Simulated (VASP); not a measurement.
# Mg (Fm-3m) in VASP: single point with PBE

Aim: the single point of Mg with PBE.

Program: VASP 6.6.1. These are calculated values, not measurements. Logs are shortened: lines on timing, memory, paths and dates and some standing lists are left out, and cuts for length are marked.

**1. The cell of the first run**

The structure is cubic, space group Fm-3m (No. 225). Conventional cell: a = 6.924 Å, b = 6.924 Å, c = 6.924 Å, α = 90.00°, β = 90.00°, γ = 90.00°. Mg (site symmetry -43m) has 10 Mg at 3.00 to 3.46 Å within 3.9 Å. Within 3.9 Å of Mg (site symmetry m-3m) lie 8 Mg at 3.00 Å.

The cell was generated, and may not be a known phase.

**2. Single point, PBE**

INCAR

```
PREC     = Accurate       # precision mode
ENCUT    = 520            # plane-wave cutoff, eV
EDIFF    = 1E-7           # SCF threshold, eV
ISMEAR   = 0              # smearing method
SIGMA    = 0.1            # smearing width, eV
LREAL    = False          # projectors in reciprocal space
LASPH    = True           # aspherical terms in the spheres
NELM     = 60             # most SCF steps
ALGO     = Normal         # electronic algorithm
ISIF     = 2              # what is computed and relaxed
LWAVE    = False          # write WAVECAR
LCHARG   = False          # write CHGCAR
GGA      = PE             # functional
NBANDS   = 10             # bands
```

KPOINTS

```
regular mesh
0
Gamma
  4 4 4
```

POSCAR

```
Mg
1.0
    0.0000000000      3.4620473500      3.4620473500
    3.4620473500      0.0000000000      3.4620473500
    3.4620473500      3.4620473500      0.0000000000
Mg
3
Direct
    0.2500000000      0.2500000000      0.2500000000
    0.5000000000      0.5000000000      0.5000000000
    0.7500000000      0.7500000000      0.7500000000
```

Potentials or basis: VASP PAW PBE potentials, release 64 (Mg).

Started as:

```bash
$ cat potpaw_PBE.64/Mg/POTCAR > POTCAR
$ mpirun -np 1 vasp_std > vasp.out
```

OUTCAR:

```text
PREC = Accurate
   ENCUT = 520
   EDIFF = 1E-7
   ISMEAR = 0
   LREAL = False
   LASPH = True
   NELM = 60
   ISIF = 2
   GGA = PE

 ion  position               nearest neighbor table
   1  0.250  0.250  0.250-   2 3.00   2 3.00   2 3.00   2 3.00   3 3.46   3 3.46   3 3.46   3 3.46
                             3 3.46   3 3.46
   2  0.500  0.500  0.500-   1 3.00   1 3.00   1 3.00   3 3.00   3 3.00   3 3.00   3 3.00   1 3.00

   3  0.750  0.750  0.750-   2 3.00   2 3.00   2 3.00   2 3.00   1 3.46   1 3.46   1 3.46   1 3.46
                             1 3.46   1 3.46

  LATTYP: Found a face centered cubic cell.
 ALAT       =     6.9240947000

  Lattice vectors:

 A1 = (   0.0000000000,   3.4620473500,   3.4620473500)
 A2 = (   3.4620473500,   0.0000000000,   3.4620473500)
 A3 = (   3.4620473500,   3.4620473500,   0.0000000000)

Analysis of symmetry for initial positions (statically):
=====================================================================
 Subroutine PRICEL returns:
 Original cell was already a primitive cell.

 Routine SETGRP: Setting up the symmetry group for a
 face centered cubic supercell.

 Subroutine GETGRP returns: Found 48 space group operations
 (whereof 48 operations were pure point group operations)
 out of a pool of 48 trial point group operations.

The static configuration has the point symmetry O_h .

Analysis of symmetry for dynamics (positions and initial velocities):
=====================================================================
 Subroutine PRICEL returns:
 Original cell was already a primitive cell.

 Routine SETGRP: Setting up the symmetry group for a
 face centered cubic supercell.

 Subroutine GETGRP returns: Found 48 space group operations
 (whereof 48 operations were pure point group operations)
 out of a pool of 48 trial point group operations.

The dynamic configuration has the point symmetry O_h .

 Subroutine INISYM returns: Found 48 space group operations
 (whereof 48 operations are pure point group operations),
 and found     1 'primitive' translations

----------------------------------------------------------------------------------------

                                     Primitive cell

  volume of cell :      82.9906

  direct lattice vectors                    reciprocal lattice vectors
     0.000000000  3.462047350  3.462047350    -0.144423212  0.144423212  0.144423212
     3.462047350  0.000000000  3.462047350     0.144423212 -0.144423212  0.144423212
     3.462047350  3.462047350  0.000000000     0.144423212  0.144423212 -0.144423212

  length of vectors
     4.896074316  4.896074316  4.896074316     0.250148342  0.250148342  0.250148342

  position of ions in fractional coordinates (direct lattice)
     0.250000000  0.250000000  0.250000000
     0.500000000  0.500000000  0.500000000
     0.750000000  0.750000000  0.750000000

  ion indices of the primitive-cell ions
   primitive index   ion index
                 1           1
                 2           2
                 3           3

----------------------------------------------------------------------------------------

 KPOINTS: regular mesh

Automatic generation of k-mesh.
 Grid dimensions read from file:
 generate k-points for:    4    4    4

 Generating k-lattice:

  Cartesian coordinates                     Fractional coordinates (reciprocal lattice)
    -0.036105803  0.036105803  0.036105803     0.250000000  0.000000000  0.000000000
     0.036105803 -0.036105803  0.036105803     0.000000000  0.250000000  0.000000000
     0.036105803  0.036105803 -0.036105803     0.000000000  0.000000000  0.250000000

  Length of vectors
     0.062537085  0.062537085  0.062537085

  Shift w.r.t. Gamma in fractional coordinates (k-lattice)
     0.000000000  0.000000000  0.000000000

 Subroutine IBZKPT returns following result:
 ===========================================

 Found      8 irreducible k-points:

 Following reciprocal coordinates:
            Coordinates               Weight
  0.000000  0.000000  0.000000      1.000000
  0.250000  0.000000  0.000000      8.000000
  0.500000  0.000000  0.000000      4.000000
  0.250000  0.250000  0.000000      6.000000
  0.500000  0.250000  0.000000     24.000000
 -0.250000  0.250000  0.000000     12.000000
  0.500000  0.500000  0.000000      3.000000
 -0.250000  0.500000  0.250000      6.000000
   k-points           NKPTS =      8   k-points in BZ     NKDIM =      8   number of bands    NBANDS=     10
   number of dos      NEDOS =    301   number of ions     NIONS =      3
   total plane-waves  NPLWV =  46656
   dimension x,y,z NGX =    36 NGY =   36 NGZ =   36
   dimension x,y,z NGXF=    72 NGYF=   72 NGZF=   72
   ions per type =               3
   NGX,Y,Z   is equivalent  to a cutoff of  12.22, 12.22, 12.22 a.u.
   NGXF,Y,Z  is equivalent  to a cutoff of  24.45, 24.45, 24.45 a.u.
 SYSTEM =  unknown system
   PREC   = accura    normal or accurate (medium, high low for compatibility)
   ISTART =      0    job   : 0-new  1-cont  2-samecut
   ICHARG =      2    charge: 1-file 2-atom 10-const
   ISPIN  =      1    spin polarized calculation?
   LNONCOLLINEAR =      F non collinear calculations
   LSORBIT =      F    spin-orbit coupling
   LASPH  =      T    aspherical Exc in radial PAW
   ENCUT  =  520.0 eV  38.22 Ry    6.18 a.u.   9.10  9.10  9.10*2*pi/ulx,y,z
   NELM   =     60;   NELMIN=  2; NELMDL= -5     # of ELM steps
   EDIFF  = 0.1E-06   stopping-criterion for ELM
   LREAL  =      F    real-space projection
   EDIFFG = 0.1E-05   stopping-criterion for IOM
   NSW    =      0    number of steps for IOM
   IBRION =     -1    ionic relax: 0-MD 1-quasi-New 2-CG
   NFREE  =      0    steps in history (QN), initial steepest desc. (CG)
   ISIF   =      2    stress and relaxation
   ISYM   =      2    0-nonsym 1-usesym 2-fastsym
   POTIM  = 0.5000    time-step for ionic-motion
   TEBEG  =    0.0;   TEEND  =   0.0 temperature during run
   PSTRESS=    0.0 pullay stress
   NELECT =       6.0000    total number of electrons
   NUPDOWN=      -1.0000    fix difference up-down
   EMIN   =  10.00;   EMAX   =-10.00  energy-range for DOS
   EFERMI =   0.00;   METHOD = LEGACY
   ISMEAR =     0;   SIGMA  =   0.10  broadening in eV -4-tet -1-fermi 0-gaus
   EFERMI_NEDOS =   21; number of points for ismear=-14 and -15
   IALGO  =     38    algorithm
   IMIX   =      4    mixing-type and parameters
     AMIX     =   0.40;   BMIX     =  1.00
     AMIX_MAG =   1.60;   BMIX_MAG =  1.00
  volume/ion in A,a.u.               =      27.66       186.68
  Fermi-wavevector in a.u.,A,eV,Ry     =   0.681997  1.288787  6.328334  0.465119
  Thomas-Fermi vector in A             =   1.760942
   LORBIT       =      0    0 simple, 1 ext, 2 COOP (PROOUT), +10 PAW based schemes
   GGA     = PE    functional components
   LHFCALC =     F    Hartree Fock is set to
   AEXX    =    0.0000 exact exchange contribution
   IVDW    =     0    specifies the selected vdW correction
   LEPSILON=     F    determine dielectric tensor
   LRPA    =     F    only Hartree local field effects (RPA)
 non-spin polarized calculation
 Gauss-broadening in eV      SIGMA  =   0.10
  energy-cutoff  :      520.00
  volume of cell :       82.99
 maximum number of plane-waves:      2252
   NGX = 19   NGY = 19   NGZ = 19

 number of electron       6.0000000 magnetization

 Free energy of the ion-electron system (eV)
  ---------------------------------------------------
  ext. energy  EPLUGINS =         0.00000000
  ---------------------------------------------------
  free energy    TOTEN  =        -3.62456989 eV

  energy without entropy =       -3.60013612  energy(sigma->0) =       -3.61235300

 E-fermi :   1.7085     XC(G=0):  -7.8206

 val. band max:        1.7001982618   @ k =   0.5000   0.2500   0.0000
 cond. band min:       1.7869960720   @ k =   0.2500   0.2500   0.0000
 fundamental gap:      0.0867978102
 Fermi energy:         1.7084602741

 k-point     1 :       0.0000    0.0000    0.0000
  band No.  band energies     occupation
      1      -4.5901      2.00000
      2       3.7592      0.00000
      3       3.7592      0.00000
      4       3.7592      0.00000
      5       4.1031      0.00000
      6       4.1031      0.00000
      7       4.1031      0.00000
      8       5.6707      0.00000
      9       6.9887      0.00000
     10       7.0189      0.00000

 k-point     2 :       0.2500    0.0000    0.0000
  band No.  band energies     occupation
      1      -4.0179      2.00000
      2       0.5486      2.00000
      3       3.0107      0.00000
      4       3.0107      0.00000
      5       4.2622      0.00000
      6       4.5986      0.00000
      7       4.5986      0.00000
      8       6.4424      0.00000
      9       6.4424      0.00000
     10       6.5537      0.00000

 k-point     3 :       0.5000    0.0000    0.0000
  band No.  band energies     occupation
      1      -2.6243      2.00000
      2      -1.9051      2.00000
      3       2.8405      0.00000
      4       2.8405      0.00000
      5       3.9002      0.00000
      6       3.9002      0.00000
      7       4.0572      0.00000
      8       5.8512      0.00000
      9       9.1960      0.00000
     10       9.1961      0.00000

 k-point     4 :       0.2500    0.2500    0.0000
  band No.  band energies     occupation
      1      -3.8260      2.00000
      2       1.7870      0.26671
      3       1.8811      0.01462
      4       1.8811      0.01462
      5       2.2420      0.00000
      6       3.8470      0.00000
      7       6.8844      0.00000
      8       6.8844      0.00000
      9       7.7406      0.00000
     10       8.5111      0.00000

 k-point     5 :       0.5000    0.2500    0.0000
  band No.  band energies     occupation
      1      -2.5404      2.00000
      2      -0.9288      2.00000
      3       0.5162      2.00000
      4       1.7002      1.09302
      5       2.7268      0.00000
      6       5.2819      0.00000
      7       6.0815      0.00000
      8       6.7713      0.00000
      9       8.6053      0.00000
     10       9.1772      0.00000

 k-point     6 :      -0.2500    0.2500    0.0000
  band No.  band energies     occupation
      1      -3.0829      2.00000
      2      -0.1583      2.00000
      3       0.1598      2.00000
      4       2.5245      0.00000
      5       3.5963      0.00000
      6       5.1662      0.00000
      7       6.1750      0.00000
      8       6.2315      0.00000
      9       6.8407      0.00000
     10       8.8833      0.00000

 k-point     7 :       0.5000    0.5000    0.0000
  band No.  band energies     occupation
      1      -1.6741      2.00000
      2      -1.5024      2.00000
      3       1.1876      2.00000
      4       1.1876      2.00000
      5       1.4962      1.99731
      6       2.8947      0.00000
      7       9.1785      0.00000
      8       9.1785      0.00000
      9       9.4809      0.00000
     10      10.2419      0.00000

 k-point     8 :      -0.2500    0.5000    0.2500
  band No.  band energies     occupation
      1      -1.2603      2.00000
      2      -0.9116      2.00000
      3      -0.9116      2.00000
      4       0.1842      2.00000
      5       4.9426      0.00000
      6       4.9426      0.00000
      7       5.5645      0.00000
      8       6.0469      0.00000
      9       9.3423      0.00000
     10      10.6543      0.00000

------------------------ aborting loop because EDIFF is reached ----------------------------------------

  FORCE on cell =-STRESS in cart. coord.  units (eV):
  Direction    XX          YY          ZZ          XY          YZ          ZX
  --------------------------------------------------------------------------------------
  -------------------------------------------------------------------------------------
  Total        0.2525699      0.2525699      0.2525699      0.0000000      0.0000000      0.0000000
  in kB        4.8759947      4.8759947      4.8759947      0.0000000      0.0000000      0.0000000
  external PRESSURE =       4.8759947 kB  Pullay stress =       0.0000000 kB

 VOLUME and BASIS-vectors are now :
 -----------------------------------------------------------------------------
  energy-cutoff  :      520.00
  volume of cell :       82.99
      direct lattice vectors                 reciprocal lattice vectors
     0.000000000  3.462047350  3.462047350    -0.144423212  0.144423212  0.144423212
     3.462047350  0.000000000  3.462047350     0.144423212 -0.144423212  0.144423212
     3.462047350  3.462047350  0.000000000     0.144423212  0.144423212 -0.144423212

 POSITION                                       TOTAL-FORCE (eV/Angst)
 -----------------------------------------------------------------------------------
      1.73102      1.73102      1.73102        -0.000000     -0.000000     -0.000000
      3.46205      3.46205      3.46205         0.000000     -0.000000     -0.000000
      5.19307      5.19307      5.19307         0.000000      0.000000      0.000000
 -----------------------------------------------------------------------------------
    total drift:                                0.000000     -0.000000     -0.000000

  FREE ENERGIE OF THE ION-ELECTRON SYSTEM (eV)
  ---------------------------------------------------
  free  energy   TOTEN  =        -3.6245698870 eV

  energy  without entropy=       -3.6001361219  energy(sigma->0) =       -3.61235300
```

Run time: 8.2 s. Hardware: 1 thread of Intel Xeon Platinum 8259CL at 2.50GHz (Skylake/Cascade Lake), shared host; peak memory 0.19 GiB.

What came out:

| Quantity | Value |
| --- | --- |
| Free energy | -3.6246 eV |
| Pressure | 0.5 GPa |
| Band gap on the k mesh | zero (bands 3 and 4 overlap by 3.57 eV) |

Caveat: the k points lie up to 0.39 Å⁻¹ apart, too coarse for converged energies and pressures of a metal.

The gap in the log of VASP goes by the Fermi energy; the results here count the filled bands.